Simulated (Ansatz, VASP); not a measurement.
# H in VASP and in Ansatz

```
H
1.0
     2.91387    0.00000    0.00000
     0.00000    2.91387    0.00000
     0.00000    0.00000    1.07827
H
1
Direct
  0.00000 0.00000 0.50000
```

Alike in both runs: task single point; functional PBE; k mesh 8 × 8 × 18; occupations gaussian, width 0.1 eV; no spin polarisation.

```csv
,VASP,Ansatz
version,VASP 6.6.1,Ansatz 0.2.0
potentials or method,"VASP PAW PBE potentials, release 64 (H), cutoff 500 eV","scalar-relativistic, plane waves, PAW"
valence electrons in the cell,1,1
```

|  | VASP | Ansatz | Ansatz less VASP |
| --- | --- | --- | --- |
| pressure (GPa) | -6.2 | -6.0 | +0.26 |
| traceless stress, the component that is largest in VASP (GPa) | -13.99 | -13.94 | +0.053 |

With one functional, cell and mesh, what is left measures potentials, basis and numerics.
